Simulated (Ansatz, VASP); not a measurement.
## IrO2 in VASP and in Ansatz

```xyz
6
Lattice="4.4990 0.0000 0.0000 0.0000 4.4990 0.0000 0.0000 0.0000 3.0516" Properties=species:S:1:pos:R:3 pbc="T T T"
Ir    0.0000    0.0000    0.0000
Ir    2.2495    2.2495    1.5258
O     1.3724    1.3724    0.0000
O     0.8771    3.6219    1.5258
O     3.1266    3.1266    0.0000
O     3.6219    0.8771    1.5258
```

Change from the starting cell: z stretched by -3 %, ions relaxed.

Alike in both runs: functional PBE; k mesh 10 × 10 × 15; occupations fermi-dirac, width 0.05 eV; collinear spin.

Ansatz relaxed the structure, and its values are those at the end. VASP's run is a single point on that final structure, the one shown.

|  | VASP | Ansatz |
| --- | --- | --- |
| version | VASP 6.6.1 | Ansatz 0.2.0 |
| potentials or method | VASP PAW PBE potentials, release 64 (Ir, O) | plane-wave PAW, scalar-relativistic |
| plane-wave cutoff (eV) | 600 | 420 |
| valence electrons in the cell | 42 | 58 |

|  | VASP | Ansatz | Ansatz less VASP |
| --- | --- | --- | --- |
| pressure (GPa) | 22.1 | 19.2 | -2.95 |
| rms of the force components (eV/Å) | 0.009 | 0.001 | -0.0084 |
| net moment per atom (μB) | 0.00 | 0.00 | 0.000 |

With one functional, cell and mesh, what is left measures potentials, basis and numerics. VASP's potentials hold 42 valence electrons a cell and Ansatz's 58, so a difference there can come from the potentials and not from the codes. Ansatz's warnings: seeded moment not kept, stress scf threshold loose.

Neither program's run includes spin-orbit coupling.
